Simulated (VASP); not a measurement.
BiMo, 4 atoms in the cell. Symmetry: P6_3/mmc, No. 194, hexagonal system. Conventional cell: a = 4.601 Å, b = 4.601 Å, c = 5.140 Å, α = 90.00°, β = 90.00°, γ = 120.00°. Within 3.4 Å of Mo (site symmetry -3m) lie 2 Mo at 2.57 Å and 6 Bi at 2.95 Å. Bi (site symmetry -6m2) has 6 Mo at 2.95 Å and 6 Bi at 3.70 Å within 3.9 Å. 

```yaml
Program: VASP 6.6.1
Task: single point
Functional: r2SCAN
Potentials_or_basis: VASP PAW PBE potentials, release 64 (Mo_sv, Bi_d)
Cutoff: 520 eV
k_mesh: 10 × 10 × 6
Occupations: gaussian, width 0.05 eV
Spin: no spin polarisation
Dipole_correction: no
Further_INCAR_settings: ALGO = Normal; EDIFF = 1e-06; NBANDS = 37
```

Potentials or basis: VASP PAW PBE potentials, release 64 (Mo_sv, Bi_d).

Command:

```sh
$ cat potpaw_PBE.64/Mo_sv/POTCAR potpaw_PBE.64/Bi_d/POTCAR > POTCAR
$ cp INCAR.step1 INCAR
$ mpirun -np 1 vasp_std > vasp.out
$ cp INCAR.step2 INCAR
$ mpirun -np 1 vasp_std > vasp.out
```

Hardware: 1 thread of Intel(R) Xeon(R) Platinum 8559C (Emerald Rapids), with other jobs on the host.

Question: Estimate the wall time of this run.

Answer: Run time: 5.9 min on 1 thread of Intel(R) Xeon(R) Platinum 8559C (Emerald Rapids), with other jobs on the host, peak memory 0.34 GiB. Counts: k points 56.
